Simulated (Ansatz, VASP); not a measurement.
**GeW: VASP beside Ansatz**

File INCAR:

```
  PREC = Accurate
  ENCUT = 520
  EDIFF = 1E-6
  ISMEAR = 0
  SIGMA = 0.1
  LREAL = False
  LASPH = True
  NELM = 100
  ALGO = Normal
  ISIF = 2
  LWAVE = False
  LCHARG = False
  GGA = PE
  NBANDS = 36
```

File KPOINTS:

```
regular mesh
0
Gamma
  6 6 4
```

POSCAR

```
GeW
1.0
    4.0398916600      0.0000000000      0.0000000000
   -2.0199458300      3.4986488100      0.0000000000
    0.0000000000      0.0000000000      4.9037920800
Ge W
2 2
Direct
    0.0000000000      0.0000000000      0.0000000000
    0.0000000000      0.0000000000      0.5000000000
    0.3333333300      0.6666666700      0.2500000000
    0.6666666700      0.3333333300      0.7500000000
```

Input for Ansatz:

```yaml
crystal:
  lattice:
    - [4.03989166, 0.0, 0.0]
    - [-2.01994583, 3.49864881, 0.0]
    - [0.0, 0.0, 4.90379208]
  atoms:
    - { symbol: Ge, position: [0.0, 0.0, 0.0] }
    - { symbol: Ge, position: [0.0, 0.0, 0.5] }
    - { symbol: W, position: [0.33333333, 0.66666667, 0.25] }
    - { symbol: W, position: [0.66666667, 0.33333333, 0.75] }
basis:
  ecutwfc: 420
kpoints:
  mp_grid: { grid: [6, 6, 4] }
hamiltonian:
  xc: pbe
scf:
  occupations: { method: gaussian, width: 0.1 }
  lower_state_search: "off"
output:
  forces: true
  stress: true
  eigenvalues: true
```

Change from the starting cell: species swapped into the CuSn type (P6_3/mmc, No. 194).

Alike in both runs: task single point; functional PBE; k mesh 6 × 6 × 4; occupations gaussian, width 0.1 eV; no spin polarisation.

|  | VASP | Ansatz |
| --- | --- | --- |
| version | VASP 6.6.1 | Ansatz 0.2.0 |
| potentials or method | VASP PAW PBE potentials, release 64 (Ge_d, W_sv), cutoff 520 eV | scalar-relativistic, plane waves, PAW |
| valence electrons in the cell | 56 | 56 |

Ansatz gave:

```
gap on the k mesh at the Fermi level (eV)                     : none
pressure (GPa)                                                : -1.9
traceless stress, the component that is largest in VASP (GPa) : 4.58
```

Q: Which values does VASP return?

A: gap on the k mesh at the Fermi level (eV): none; pressure (GPa): -1.7; traceless stress, the component that is largest in VASP (GPa): 4.56.

A gap of «none» marks a metal or a gap that the smearing closes. With one functional, cell and mesh, what is left measures potentials, basis and numerics.

Neither program's run includes spin-orbit coupling.
